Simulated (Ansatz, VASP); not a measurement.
## PbF2 in VASP and in Ansatz

```
Pb F
1.0
     0.00000    3.42844    2.22849
     3.42844    0.00000    2.22849
     3.42844    3.42844    0.00000
Pb F
1 2
Direct
  0.00000 0.00000 0.00000
  0.25000 0.25000 0.25000
  0.75000 0.75000 0.75000
```

Alike in both runs: task single point; functional PBEsol; k mesh 8 × 8 × 8; occupations gaussian, width 0.05 eV; no spin polarisation.

|  | VASP | Ansatz |
| --- | --- | --- |
| version | VASP 6.6.1 | Ansatz 0.2.0 |
| potentials or method | VASP PAW PBE potentials, release 64 (Pb_d, F), cutoff 520 eV | scalar-relativistic, plane waves, PAW |
| valence electrons in the cell | 28 | 28 |

|  | VASP | Ansatz | Ansatz less VASP |
| --- | --- | --- | --- |
| gap on the k mesh at the Fermi level (eV) | 1.54 | 1.55 | +0.018 |
| least direct gap on the mesh (eV) | 2.02 | 2.04 | +0.019 |
| pressure (GPa) | -2.6 | -2.4 | +0.23 |
| traceless stress, the component that is largest in VASP (GPa) | 24.81 | 24.85 | +0.036 |

VASP's potentials were made for PBE, not for PBEsol. With one functional, cell and mesh, what is left measures potentials, basis and numerics.

Neither program's run includes spin-orbit coupling.
